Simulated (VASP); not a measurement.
Set up this calculation in VASP 6.6.1, as the native input.

| Item | Value |
| --- | --- |
| Task | single point |
| Functional | LDA |
| Potentials or basis | VASP PAW LDA potentials, release 64 (C) |
| Cutoff | 600 eV |
| k mesh | 10 × 10 × 10 |
| Occupations | gaussian, width 0.01 eV |
| Spin | no spin polarisation |
| Dipole correction | no |
| Further INCAR settings | ALGO = Normal; EDIFF = 1e-06; NBANDS = 11 |

The structure of C lies in POSCAR:

```
C
1.0
    0.0000000000      1.7657474443      1.7657474443
    1.7657474443      0.0000000000      1.7657474443
    1.7657474443      1.7657474443      0.0000000000
C
2
Direct
    0.0000000000      0.0000000000      0.0000000000
    0.2500000000      0.2500000000      0.2500000000
```

These files were run (other wordings do the same):

INCAR

```
ALGO     = Normal         # electronic algorithm
EDIFF    = 1E-6           # SCF threshold, eV
ENCUT    = 600            # plane-wave cutoff, eV
GGA      = CA             # functional
GGA_COMPAT= False        
ISIF     = 2              # what is computed and relaxed
ISMEAR   = 0              # smearing method
LASPH    = True           # aspherical terms in the spheres
LCHARG   = False          # write CHGCAR
LREAL    = False          # projectors in reciprocal space
LWAVE    = False          # write WAVECAR
NBANDS   = 11             # bands
NELM     = 120            # most SCF steps
PREC     = Accurate       # precision mode
SIGMA    = 0.01           # smearing width, eV
```

KPOINTS

```
k-points
0
Gamma
  10 10 10
```

Potentials or basis: VASP PAW LDA potentials, release 64 (C).

The run is started by

```sh
$ cat potpaw_LDA.64/C/POTCAR > POTCAR
$ mpirun -np 1 vasp_std > vasp.out
```

Results of the run:

```yaml
Pressure: 0.9 GPa
Band_gap_on_the_k_mesh: 4.20 eV, indirect (least direct gap 5.63 eV)
```

It took 2.8 s on 1 thread of Intel(R) Xeon(R) Platinum 8559C (Emerald Rapids) (shared host), peak memory 0.11 GiB.
